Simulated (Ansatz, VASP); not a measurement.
Two plane-wave programs on CdHg2Se3

```
CELL_PARAMETERS angstrom
4.42518 0.00000 0.00000
-2.21259 3.83232 0.00000
0.00000 0.00000 10.81478
ATOMIC_POSITIONS crystal
Cd 0.00000 0.00000 0.00066
Hg 0.66667 0.33333 0.66761
Hg 0.33333 0.66667 0.33238
Se 0.00000 0.00000 0.75159
Se 0.66667 0.33333 0.41687
Se 0.33333 0.66667 0.08090
```

Alike in both runs: task relaxation of cell and atoms; functional PBE; k mesh 12 × 12 × 4; occupations gaussian, width 0.1 eV; no spin polarisation.

```csv
,VASP,Ansatz
version,VASP 6.6.1,Ansatz 0.2.0
potentials or method,"VASP PAW PBE potentials, release 64 (Cd, Hg, Se), cutoff 600 eV","scalar-relativistic, plane waves, PAW"
valence electrons in the cell,54,108
```

Ansatz gave:

* gap on the k mesh at the Fermi level, each at its own relaxed structure (eV): none
* relaxed volume (Å³/atom): 30.36
* relaxed cell length with the largest relative difference (Å): 4.414

Question: What did VASP give for the same quantities?

Answer: gap on the k mesh at the Fermi level, each at its own relaxed structure (eV): none; relaxed volume (Å³/atom): 30.50; relaxed cell length with the largest relative difference (Å): 4.421.

A gap of «none» marks a metal or a gap that the smearing closes. VASP's potentials hold 54 valence electrons a cell and Ansatz's 108, so a difference there can come from the potentials and not from the codes.

Neither program's run includes spin-orbit coupling.
